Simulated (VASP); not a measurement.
HfC2:

```
Hf C
1.0
     3.28177    0.00000    0.00000
    -1.64089    2.84210    0.00000
     0.00000    0.00000    3.17966
Hf C
1 2
Direct
  0.00000 0.00000 0.00000
  0.33333 0.66667 0.50000
  0.66667 0.33333 0.50000
```

- Program: VASP 6.6.1
- Task: relaxation of cell and atoms
- Functional: PBE
- Potentials or basis: VASP PAW PBE potentials, release 64 (Hf_pv, C)
- Cutoff: 600 eV
- k mesh: 18 × 18 × 14
- Occupations: gaussian, width 0.1 eV
- Spin: no spin polarisation

At the start: pressure -3.9 GPa; volume 9.89 Å³/atom.

Problem. How do energy, volume and symmetry change on relaxing?

Solution. Over 5 steps the energy falls by 6.5 meV/atom and the volume is 9.64 Å³/atom (-2.5 %); space group P6/mmm (No. 191, to 0.05 Å).

Step by step:
| step | energy change (eV) | largest force (eV/Å) | pressure (GPa) | volume (Å³) |
| --- | --- | --- | --- | --- |
| 1 | 0.0000 | 0.0000 | -3.95 | 29.66 |
| 2 | -0.0153 | 0.0000 | 2.81 | 28.62 |
| 3 | -0.0163 | 0.0000 | 1.43 | 28.82 |
| 4 | -0.0192 | 0.0000 | -0.49 | 28.95 |
| 5 | -0.0195 | 0.0000 | -0.09 | 28.93 |

Final structure:
```
CELL_PARAMETERS angstrom
3.22549 0.00000 0.00000
-1.61275 2.79336 0.00000
0.00000 0.00000 3.21047
ATOMIC_POSITIONS crystal
Hf 0.00000 0.00000 0.00000
C 0.33333 0.66667 0.50000
C 0.66667 0.33333 0.50000
```
